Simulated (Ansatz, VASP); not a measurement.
# Two plane-wave programs on Tl

INCAR

```
SYSTEM = Tl
ALGO = Normal
EDIFF = 1E-6
ENCUT = 520
GGA = RP
ISIF = 2
ISMEAR = -1
LASPH = .TRUE.
LCHARG = .TRUE.
LELF = .TRUE.
LREAL = .FALSE.
LVHAR = .TRUE.
LWAVE = .FALSE.
NBANDS = 12
NELM = 60
PREC = Accurate
SIGMA = 0.1
```

KPOINTS

```
k-points
0
G
  11 11 11
  0 0 0
```

POSCAR

```
Tl
1.0
    3.3364766942      0.0000000000      0.0000000000
    0.0000000000      3.3364766942      0.0000000000
    0.0000000000      0.0000000000      3.3364766942
Tl
1
Direct
    0.0000000000      0.0000000000      0.0000000000
```

Input for Ansatz:

```yaml
crystal:
  lattice:
    - [3.3364766942, 0.0, 0.0]
    - [0.0, 3.3364766942, 0.0]
    - [0.0, 0.0, 3.3364766942]
  atoms:
    - { symbol: Tl, position: [0.0, 0.0, 0.0] }
hamiltonian:
  xc: rpbe
  pseudopotentials:
    kind: paw
    azcp:
      Tl: "pseudopotentials/Tl.paw.azcp"
basis:
  ecutwfc: 420
  fft_grid_basis: typed
kpoints:
  mp_grid: { grid: [11, 11, 11], shift: [0, 0, 0] }
magnetization:
  spin_polarized: false
scf:
  occupations: { method: fermi_dirac, width: 0.1 }
  lower_state_search: "off"
output:
  stress: true
```

Alike in both runs: task single point; functional RPBE; k mesh 11 × 11 × 11; occupations fermi-dirac, width 0.1 eV; no spin polarisation.

|  | VASP | Ansatz |
| --- | --- | --- |
| version | VASP 6.6.1 | Ansatz 0.2.0 |
| potentials or method | VASP PAW PBE potentials, release 64 (Tl_d), cutoff 520 eV | plane waves (420 eV) with PAW, scalar-relativistic |
| valence electrons in the cell | 13 | 13 |

|  | VASP | Ansatz | Ansatz less VASP |
| --- | --- | --- | --- |
| pressure (GPa) | 0.0 | 0.0 | +0.05 |

VASP's potentials were made for PBE, not for RPBE. With one functional, cell and mesh, what is left measures potentials, basis and numerics.

Spin-orbit coupling is off throughout.
